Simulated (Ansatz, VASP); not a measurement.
**Two plane-wave programs on BN**

```
CELL_PARAMETERS angstrom
0.00000 1.81203 1.81203
1.81203 0.00000 1.81203
1.81203 1.81203 0.00000
ATOMIC_POSITIONS crystal
B 0.00000 0.00000 0.00000
N 0.25000 0.25000 0.25000
```

Alike in both runs: functional PBE; k mesh 12 × 12 × 12; occupations fermi-dirac, width 0.02 eV; no spin polarisation.

Ansatz relaxed the structure, and its values are those at the end. VASP's run is a single point on that final structure, the one shown.

|  | VASP | Ansatz |
| --- | --- | --- |
| version | VASP 6.6.1 | Ansatz 0.2.0 |
| potentials or method | VASP PAW PBE potentials, release 64 (B, N), cutoff 520 eV | PAW plane waves |
| valence electrons in the cell | 8 | 8 |

```csv
,VASP,Ansatz,Ansatz less VASP
gap on the k mesh at the Fermi level (eV),4.45,4.46,+0.007
pressure (GPa),0.4,0.0,-0.44
```

The functional is the same, so the differences come from potentials, cutoffs and numerics.
